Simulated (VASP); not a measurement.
# BaTiO3 (R3m) in VASP: a series of runs

Runs on BaTiO3. Level: PBE. Tasks: single point.

All numbers are computed with VASP 6.6.1; they aren't measurements. Logs are shortened: lines on timing, memory, paths and dates and some standing lists are left out, and cuts for length are marked.

## 1. The cell of the first run

Symmetry: R3m, No. 160, trigonal system. Conventional cell: a = 5.726 Å, b = 5.726 Å, c = 7.069 Å, α = 90.00°, β = 90.00°, γ = 120.00°. Ba (site symmetry 3m) has 12 O at 2.81 to 2.95 Å and 7 Ti at 3.23 to 3.62 Å within 3.7 Å. Ti (site symmetry 3m) has 6 O at 1.87 to 2.21 Å within 2.5 Å. Within 2.5 Å of O (site symmetry m) lie 2 Ti at 1.87 to 2.21 Å.

## 2. Single point, PBE

INCAR reads:

```
SYSTEM = BaTiO3
ALGO = Normal
EDIFF = 1E-6
ENCUT = 520
GGA = PE
ISIF = 2
ISMEAR = 0
LASPH = .True.
LCHARG = .True.
LELF = .True.
LREAL = .False.
LVHAR = .True.
LWAVE = .False.
NBANDS = 28
NELM = 60
PREC = Accurate
SIGMA = 0.05
```

KPOINTS reads:

```
k-points
0
Gamma
  6 6 6
  0 0 0
```

POSCAR reads:

```
BaTiO3
1.0
    2.8630706910      1.6529946342      2.3563003940
   -2.8630706910      1.6529946342      2.3563003940
    0.0000000000     -3.3059892684      2.3563003940
Ba Ti O
1 1 3
Direct
   -0.0233384199     -0.0233384199     -0.0233384199
    0.5191875227      0.5191875227      0.5191875227
    0.4883938465      0.4883938465      0.9777702638
    0.4883938465      0.9777702638      0.4883938465
    0.9777702638      0.4883938465      0.4883938465
```

Potentials or basis: VASP PAW PBE potentials, release 64 (Ba_sv, Ti_sv, O).

Command:

```console
> cat potpaw_PBE.64/Ba_sv/POTCAR potpaw_PBE.64/Ti_sv/POTCAR potpaw_PBE.64/O/POTCAR > POTCAR
> mpirun -np 1 vasp_std > vasp.out
```

OUTCAR:

```text
SYSTEM = BaTiO3
   EDIFF = 1E-6
   ENCUT = 520
   GGA = PE
   ISIF = 2
   ISMEAR = 0
   LASPH = .True.
   LREAL = .False.
   NELM = 60
   PREC = Accurate

 ion  position               nearest neighbor table
   1  0.977  0.977  0.977-   4 2.81   5 2.81   3 2.81   3 2.86   3 2.86   5 2.86   4 2.86   5 2.86
                             4 2.86   5 2.95   4 2.95   3 2.95   2 3.23   2 3.42   2 3.42   2 3.42
   2  0.519  0.519  0.519-   4 1.87   5 1.87   3 1.87   4 2.21   5 2.21   3 2.21   1 3.23   1 3.42
                             1 3.42   1 3.42   1 3.62   1 3.62   1 3.62   1 3.84
   3  0.488  0.488  0.978-   2 1.87   2 2.21   1 2.81   1 2.86   1 2.86   1 2.95
   4  0.488  0.978  0.488-   2 1.87   2 2.21   1 2.81   1 2.86   1 2.86   1 2.95
   5  0.978  0.488  0.488-   2 1.87   2 2.21   1 2.81   1 2.86   1 2.86   1 2.95

  LATTYP: Found a trigonal (rhomboedric) cell.
 ALAT       =     4.0597680462
 COS(alpha) =     0.0053009664

  Lattice vectors:

 A1 = (   2.8630706910,   1.6529946342,   2.3563003940)
 A2 = (  -2.8630706910,   1.6529946342,   2.3563003940)
 A3 = (   0.0000000000,  -3.3059892684,   2.3563003940)

Analysis of symmetry for initial positions (statically):
=====================================================================
 Subroutine PRICEL returns:
 Original cell was already a primitive cell.

 Routine SETGRP: Setting up the symmetry group for a
 trigonal (rhombohedral) supercell.

 Subroutine GETGRP returns: Found  6 space group operations
 (whereof  6 operations were pure point group operations)
 out of a pool of 12 trial point group operations.

The static configuration has the point symmetry C_3v.

Analysis of symmetry for dynamics (positions and initial velocities):
=====================================================================
 Subroutine PRICEL returns:
 Original cell was already a primitive cell.

 Routine SETGRP: Setting up the symmetry group for a
 trigonal (rhombohedral) supercell.

 Subroutine GETGRP returns: Found  6 space group operations
 (whereof  6 operations were pure point group operations)
 out of a pool of 12 trial point group operations.

The dynamic configuration has the point symmetry C_3v.

 Subroutine INISYM returns: Found  6 space group operations
 (whereof  6 operations are pure point group operations),
 and found     1 'primitive' translations

----------------------------------------------------------------------------------------

                                     Primitive cell

  volume of cell :      66.9091

  direct lattice vectors                    reciprocal lattice vectors
     2.863070691  1.652994634  2.356300394     0.174637672  0.100827107  0.141464702
    -2.863070691  1.652994634  2.356300394    -0.174637672  0.100827107  0.141464702
     0.000000000 -3.305989268  2.356300394     0.000000000 -0.201654214  0.141464702

  length of vectors
     4.059768046  4.059768046  4.059768046     0.246326377  0.246326377  0.246326377

  position of ions in fractional coordinates (direct lattice)
     0.976661580  0.976661580  0.976661580
     0.519187523  0.519187523  0.519187523
     0.488393847  0.488393847  0.977770264
     0.488393847  0.977770264  0.488393847
     0.977770264  0.488393847  0.488393847

  ion indices of the primitive-cell ions
   primitive index   ion index
                 1           1
                 2           2
                 3           3
                 4           4
                 5           5

----------------------------------------------------------------------------------------

 KPOINTS: k-points

Automatic generation of k-mesh.
 Grid dimensions read from file:
 generate k-points for:    6    6    6

 Generating k-lattice:

  Cartesian coordinates                     Fractional coordinates (reciprocal lattice)
     0.029106279  0.016804518  0.023577450     0.166666667 -0.000000000  0.000000000
    -0.029106279  0.016804518  0.023577450    -0.000000000  0.166666667  0.000000000
     0.000000000 -0.033609036  0.023577450     0.000000000  0.000000000  0.166666667

  Length of vectors
     0.041054396  0.041054396  0.041054396

  Shift w.r.t. Gamma in fractional coordinates (k-lattice)
     0.000000000  0.000000000  0.000000000

 Subroutine IBZKPT returns following result:
 ===========================================

 Found     32 irreducible k-points:

 Following reciprocal coordinates:
            Coordinates               Weight
  0.000000  0.000000  0.000000      1.000000
  0.166667  0.000000 -0.000000      6.000000
  0.333333  0.000000  0.000000      6.000000
  0.500000  0.000000  0.000000      3.000000
  0.166667  0.166667  0.000000      6.000000
  0.333333  0.166667  0.000000     12.000000
[... 16 lines left out ...]
  0.500000  0.500000  0.166667      6.000000
 -0.333333  0.500000  0.166667     12.000000
 [... further k-points ...]
   k-points           NKPTS =     32   k-points in BZ     NKDIM =     32   number of bands    NBANDS=     28
   number of dos      NEDOS =    301   number of ions     NIONS =      5
   total plane-waves  NPLWV =  27000
   dimension x,y,z NGX =    30 NGY =   30 NGZ =   30
   dimension x,y,z NGXF=    60 NGYF=   60 NGZF=   60
   ions per type =               1   1   3
   NGX,Y,Z   is equivalent  to a cutoff of  12.28, 12.28, 12.28 a.u.
   NGXF,Y,Z  is equivalent  to a cutoff of  24.57, 24.57, 24.57 a.u.
 SYSTEM =  BaTiO3
   PREC   = accura    normal or accurate (medium, high low for compatibility)
   ISTART =      0    job   : 0-new  1-cont  2-samecut
   ICHARG =      2    charge: 1-file 2-atom 10-const
   ISPIN  =      1    spin polarized calculation?
   LNONCOLLINEAR =      F non collinear calculations
   LSORBIT =      F    spin-orbit coupling
   LASPH  =      T    aspherical Exc in radial PAW
   ENCUT  =  520.0 eV  38.22 Ry    6.18 a.u.   7.55  7.55  7.55*2*pi/ulx,y,z
   NELM   =     60;   NELMIN=  2; NELMDL= -5     # of ELM steps
   EDIFF  = 0.1E-05   stopping-criterion for ELM
   LREAL  =      F    real-space projection
   EDIFFG = 0.1E-04   stopping-criterion for IOM
   NSW    =      0    number of steps for IOM
   IBRION =     -1    ionic relax: 0-MD 1-quasi-New 2-CG
   NFREE  =      0    steps in history (QN), initial steepest desc. (CG)
   ISIF   =      2    stress and relaxation
   ISYM   =      2    0-nonsym 1-usesym 2-fastsym
   POTIM  = 0.5000    time-step for ionic-motion
   TEBEG  =    0.0;   TEEND  =   0.0 temperature during run
   PSTRESS=    0.0 pullay stress
   NELECT =      40.0000    total number of electrons
   NUPDOWN=      -1.0000    fix difference up-down
   EMIN   =  10.00;   EMAX   =-10.00  energy-range for DOS
   EFERMI =   0.00;   METHOD = LEGACY
   ISMEAR =     0;   SIGMA  =   0.05  broadening in eV -4-tet -1-fermi 0-gaus
   EFERMI_NEDOS =   21; number of points for ismear=-14 and -15
   IALGO  =     38    algorithm
   IMIX   =      4    mixing-type and parameters
     AMIX     =   0.40;   BMIX     =  1.00
     AMIX_MAG =   1.60;   BMIX_MAG =  1.00
  volume/ion in A,a.u.               =      13.38        90.31
  Fermi-wavevector in a.u.,A,eV,Ry     =   1.379112  2.606145 25.877617  1.901951
  Thomas-Fermi vector in A             =   2.504112
   LORBIT       =      0    0 simple, 1 ext, 2 COOP (PROOUT), +10 PAW based schemes
   GGA     = PE    functional components
   LHFCALC =     F    Hartree Fock is set to
   AEXX    =    0.0000 exact exchange contribution
   IVDW    =     0    specifies the selected vdW correction
   LEPSILON=     F    determine dielectric tensor
   LRPA    =     F    only Hartree local field effects (RPA)
 non-spin polarized calculation
 Gauss-broadening in eV      SIGMA  =   0.05
  energy-cutoff  :      520.00
  volume of cell :       66.91
 maximum number of plane-waves:      1820
   NGX = 15   NGY = 15   NGZ = 15

 number of electron      40.0000014 magnetization

 Free energy of the ion-electron system (eV)
  ---------------------------------------------------
  ext. energy  EPLUGINS =         0.00000000
  ---------------------------------------------------
  free energy    TOTEN  =       -39.95248230 eV

  energy without entropy =      -39.95248230  energy(sigma->0) =      -39.95248230

 E-fermi :   3.7401     XC(G=0): -11.0032

 val. band max:        3.4200562468   @ k =   0.5000   0.5000   0.5000
 cond. band min:       5.9692741182   @ k =   0.0000   0.0000   0.0000
 fundamental gap:      2.5492178713
 Fermi energy:         3.7401450086

 k-point     1 :       0.0000    0.0000    0.0000
  band No.  band energies     occupation
      1     -52.8614      2.00000
      2     -29.1241      2.00000
      3     -29.1156      2.00000
      4     -29.1156      2.00000
      5     -21.4949      2.00000
      6     -13.2822      2.00000
[... 20 lines left out ...]
     27       8.4505      0.00000
     28      10.3736      0.00000

 k-point     2 :       0.1667    0.0000   -0.0000
  band No.  band energies     occupation
      1     -52.8612      2.00000
      2     -29.1310      2.00000
      3     -29.1192      2.00000
      4     -29.1152      2.00000
      5     -21.4718      2.00000
      6     -13.2929      2.00000
[... 20 lines left out ...]
     27       8.9428      0.00000
     28      11.0184      0.00000

 k-point     3 :       0.3333    0.0000    0.0000
  band No.  band energies     occupation
      1     -52.8607      2.00000
      2     -29.1518      2.00000
      3     -29.1194      2.00000
      4     -29.1143      2.00000
      5     -21.4249      2.00000
      6     -13.3811      2.00000
[... 20 lines left out ...]
     27      10.0872      0.00000
     28      11.6212      0.00000

 k-point     4 :       0.5000    0.0000    0.0000
  band No.  band energies     occupation
      1     -52.8605      2.00000
      2     -29.1625      2.00000
      3     -29.1191      2.00000
      4     -29.1139      2.00000
      5     -21.4010      2.00000
      6     -13.4456      2.00000
[... 578 lines left out ...]
     27      10.7448      0.00000
     28      11.6913      0.00000

 k-point    23 :       0.5000    0.5000    0.1667
  band No.  band energies     occupation
      1     -52.8595      2.00000
      2     -29.1618      2.00000
      3     -29.1560      2.00000
      4     -29.1252      2.00000
      5     -21.3252      2.00000
      6     -12.8084      2.00000
[... 20 lines left out ...]
     27      11.7365      0.00000
     28      12.0256      0.00000

 k-point    24 :      -0.3333    0.5000    0.1667
  band No.  band energies     occupation
      1     -52.8597      2.00000
      2     -29.1604      2.00000
      3     -29.1477      2.00000
      4     -29.1256      2.00000
      5     -21.3403      2.00000
      6     -12.9686      2.00000
[... 20 lines left out ...]
     27      11.4008      0.00000
     28      11.8410      0.00000

 [... further k-points ...]
[... 5 lines left out ...]
  --------------------------------------------------------------------------------------
  -------------------------------------------------------------------------------------
  Total        0.6768884      0.6768884      1.1987222      0.0000000      0.0000000      0.0000000
  in kB       16.2084785     16.2084785     28.7040842      0.0000000      0.0000000      0.0000000
  external PRESSURE =      20.3736804 kB  Pullay stress =       0.0000000 kB

 VOLUME and BASIS-vectors are now :
 -----------------------------------------------------------------------------
  energy-cutoff  :      520.00
  volume of cell :       66.91
      direct lattice vectors                 reciprocal lattice vectors
     2.863070691  1.652994634  2.356300394     0.174637672  0.100827107  0.141464702
    -2.863070691  1.652994634  2.356300394    -0.174637672  0.100827107  0.141464702
     0.000000000 -3.305989268  2.356300394     0.000000000 -0.201654214  0.141464702

 POSITION                                       TOTAL-FORCE (eV/Angst)
 -----------------------------------------------------------------------------------
      0.00000      0.00000      6.90392         0.000000     -0.000000      1.080771
      0.00000      0.00000      3.67009         0.000000      0.000000     -0.781166
      0.00000     -1.61787      4.60553         0.000000      0.003861     -0.099868
     -1.40112      0.80894      4.60553         0.003344     -0.001931     -0.099868
      1.40112      0.80894      4.60553        -0.003344     -0.001931     -0.099868
 -----------------------------------------------------------------------------------
    total drift:                               -0.000000     -0.000005      0.000493

  FREE ENERGIE OF THE ION-ELECTRON SYSTEM (eV)
  ---------------------------------------------------
  free  energy   TOTEN  =       -39.9524823003 eV

  energy  without entropy=      -39.9524823003  energy(sigma->0) =      -39.95248230
```

Wall time 76 s (1 thread of Intel Xeon Platinum 8488C (Sapphire Rapids), shared host); peak memory 0.21 GiB.

What came out:

- Free energy: -39.9525 eV
- Pressure: 2.0 GPa
- Largest force: 1.081 eV/Å
- Band gap on the k mesh: 2.55 eV, indirect (least direct gap 3.08 eV)

Forces in eV/Å, atoms in the order of the input:
```
Ba   0.000  0.000  1.081
Ti   0.000  0.000 -0.781
O    0.000  0.004 -0.100
O    0.003 -0.002 -0.100
O   -0.003 -0.002 -0.100
```

Stress tensor (GPa, compression positive):
```
1.62 0.00 0.00
0.00 1.62 0.00
0.00 0.00 2.87
```

Levels at points of the mesh, in eV from the valence-band top:
```
           k point  band 17  band 18  band 19  band 20  band 21  band 22  band 23  band 24
(0.00, 0.00, 0.00)    -0.98    -0.66    -0.53    -0.53     2.55     2.55     2.69     4.50
(0.50, 0.00, 0.00)    -1.58    -1.38    -1.06    -0.87     2.75     3.73     3.87     4.45
(0.50, 0.50, 0.00)    -1.60    -0.94    -0.89    -0.09     3.80     3.85     4.14     4.93
(0.50, 0.50, 0.50)    -2.28    -0.02    -0.02     0.00     4.09     4.38     4.38     6.35
```

Caveat: the cell differs from its parent crystal (all Ba atoms moved +0.200 Å, as atom 1 towards its neighbour atom 2 (Ti) at 3.434 Å); spin-orbit coupling is left out, which moves the levels of the heavy elements; forces of over 1 eV/Å act on the atoms, so gaps and moduli don't describe the material at rest. A k mesh can miss the band edges.

## 3. Single point, PBE

INCAR reads:

```
  PREC = Accurate
  ENCUT = 520
  EDIFF = 1E-7
  ISMEAR = 0
  SIGMA = 0.05
  LREAL = False
  LASPH = True
  NELM = 80
  ALGO = Normal
  ISIF = 2
  LWAVE = False
  LCHARG = False
  GGA = PE
  NBANDS = 28
```

KPOINTS reads:

```
regular mesh
0
Gamma
  6 6 6
```

POSCAR, as its differences from that of step 2:

```diff
@@ -8,3 +8,3 @@
 Direct
-   -0.0233384199     -0.0233384199     -0.0233384199
+    0.0261742258      0.0261742258      0.0261742258
     0.5191875227      0.5191875227      0.5191875227
```

Potentials or basis: VASP PAW PBE potentials, release 64 (Ba_sv, Ti_sv, O).

Command:

```console
> cat potpaw_PBE.64/Ba_sv/POTCAR potpaw_PBE.64/Ti_sv/POTCAR potpaw_PBE.64/O/POTCAR > POTCAR
> mpirun -np 1 vasp_std > vasp.out
```

It took 81 s on 1 thread of Intel Xeon Platinum 8488C (Sapphire Rapids), shared host; peak memory 0.21 GiB.

The run converged. Its results:

```
Free energy            : -39.9800 eV
Pressure               : 2.6 GPa
Largest force          : 0.992 eV/Å
Band gap on the k mesh : 2.59 eV, indirect (least direct gap 3.16 eV)
```

Forces in eV/Å, atoms in the order of the input:
```
Ba   0.000  0.000 -0.992
Ti   0.000  0.000  0.387
O    0.000 -0.013  0.202
O   -0.011  0.006  0.202
O    0.011  0.006  0.202
```

Stress tensor (GPa, compression positive):
```
2.18 0.00 0.00
0.00 2.18 0.00
0.00 0.00 3.56
```

Levels at points of the mesh, in eV from the valence-band top:
| k point | band 18 | band 19 | band 20 | band 21 | band 22 | band 23 |
| --- | --- | --- | --- | --- | --- | --- |
| (0.00, 0.00, 0.00) | -0.71 | -0.57 | -0.57 | 2.59 | 2.59 | 2.79 |
| (0.50, 0.00, 0.00) | -1.47 | -1.03 | -0.91 | 2.71 | 3.68 | 3.87 |
| (0.50, 0.50, 0.00) | -0.86 | -0.82 | -0.09 | 3.80 | 3.80 | 4.12 |
| (0.50, 0.50, 0.50) | -0.10 | -0.10 | 0.00 | 4.17 | 4.36 | 4.36 |

Caveat: the cell differs from its parent crystal (all Ba atoms moved -0.150 Å, as atom 1 towards its neighbour atom 2 (Ti) at 3.434 Å); spin-orbit coupling is left out, which moves the levels of the heavy elements. A k mesh can miss the band edges.

## 4. Single point, PBE

INCAR reads:

```
ALGO = Normal
EDIFF = 1E-7
ENCUT = 520
GGA = PE
ISIF = 2
ISMEAR = 0
LASPH = True
LCHARG = False
LREAL = False
LWAVE = False
NBANDS = 28
NELM = 80
PREC = Accurate
SIGMA = 0.05
```

KPOINTS reads:

```
k-points
0
Gamma
  6 6 6
```

POSCAR, as its differences from that of step 3:

```diff
@@ -8,3 +8,3 @@
 Direct
-    0.0261742258      0.0261742258      0.0261742258
+   -0.0091919497     -0.0091919497     -0.0091919497
     0.5191875227      0.5191875227      0.5191875227
```

Command:

```console
> cat potpaw_PBE.64/Ba_sv/POTCAR potpaw_PBE.64/Ti_sv/POTCAR potpaw_PBE.64/O/POTCAR > POTCAR
> mpirun -np 1 vasp_std > vasp.out
```

Run time: 90 s. Hardware: 1 thread of Intel Xeon Platinum 8488C (Sapphire Rapids), shared host; peak memory 0.21 GiB.

It converged, with:

```yaml
Free_energy: -40.0315 eV
Pressure: 1.6 GPa
Largest_force: 0.509 eV/Å
Band_gap_on_the_k_mesh: 2.57 eV, indirect (least direct gap 3.10 eV)
```

Forces on the atoms (eV/Å):
```
Ba   0.000  0.000  0.509
Ti   0.000  0.000 -0.419
O    0.000 -0.017 -0.030
O   -0.015  0.009 -0.030
O    0.015  0.009 -0.030
```

Levels at points of the mesh, in eV from the valence-band top:
```tsv
k point	band 18	band 19	band 20	band 21	band 22	band 23
(0.00, 0.00, 0.00)	-0.68	-0.53	-0.53	2.57	2.57	2.73
(0.50, 0.00, 0.00)	-1.50	-1.06	-0.87	2.75	3.73	3.87
(0.50, 0.50, 0.00)	-0.94	-0.86	-0.09	3.81	3.84	4.13
(0.50, 0.50, 0.50)	-0.01	-0.01	0.00	4.13	4.39	4.39
```

Caveat: the cell differs from its parent crystal (all Ba atoms moved +0.100 Å, as atom 1 towards its neighbour atom 2 (Ti) at 3.434 Å); spin-orbit coupling is left out, which moves the levels of the heavy elements.
